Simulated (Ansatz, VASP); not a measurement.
## KCl in VASP and in Ansatz

The input INCAR:

```
SYSTEM = KCl
  PREC = Accurate
  ENCUT = 520
  EDIFF = 1E-8
  ISMEAR = -1
  SIGMA = 0.02
  LREAL = .FALSE.
  LASPH = .TRUE.
  NELM = 80
  ALGO = Normal
  ISIF = 2
  LWAVE = .FALSE.
  LCHARG = .FALSE.
  GGA = PE
  LEFG = .TRUE.
  NBANDS = 15
```

Contents of KPOINTS:

```
regular mesh
0
G
  7 7 7
  0 0 0
```

The input POSCAR:

```
KCl
1.0
    3.6340000000     -0.0181700000     -0.0181700000
   -0.0181700000      3.6340000000     -0.0181700000
   -0.0181700000     -0.0181700000      3.6340000000
K Cl
1 1
Direct
    0.0000000000      0.0000000000      0.0000000000
    0.5000000000      0.5000000000      0.5000000000
```

Input for Ansatz:

```yaml
crystal:
  lattice:
    - [3.634, -0.01817, -0.01817]
    - [-0.01817, 3.634, -0.01817]
    - [-0.01817, -0.01817, 3.634]
  atoms:
    - { symbol: K, position: [0.0, 0.0, 0.0] }
    - { symbol: Cl, position: [0.5, 0.5, 0.5] }
kpoints:
  mp_grid: { grid: [7, 7, 7] }
scf:
  occupations: { method: fermi_dirac, width: 0.02 }
hamiltonian:
  xc: pbe
  pseudopotentials: { kind: all_electron, datasets: crystal }
output:
  forces: true
  stress: true
  eigenvalues: true
  efg: { contact_densities: true }
```

Change from the starting cell: equal xy, yz and zx shear strains of -1 %, crystal datasets.

Alike in both runs: task electric field gradients; functional PBE; k mesh 7 × 7 × 7; occupations fermi-dirac, width 0.02 eV; no spin polarisation.

|  | VASP | Ansatz |
| --- | --- | --- |
| version | VASP 6.6.1 | Ansatz 0.2.0 |
| potentials or method | VASP PAW PBE potentials, release 64 (K_sv, Cl), cutoff 520 eV | all-electron PAW with datasets made for the crystal, scalar-relativistic |

Ansatz gave:

```
gap on the k mesh at the Fermi level (eV)                     : 5.61
pressure (GPa)                                                : 4.5
traceless stress, the component that is largest in VASP (GPa) : 0.16
size of Vzz on the site where it differs most (V/Å²)          : 0.8
```

Which values does VASP return?

gap on the k mesh at the Fermi level (eV): 5.61; pressure (GPa): 4.5; traceless stress, the component that is largest in VASP (GPa): 0.17; size of Vzz on the site where it differs most (V/Å²): 0.8.

Ansatz ran all-electron here, and VASP with PAW potentials.
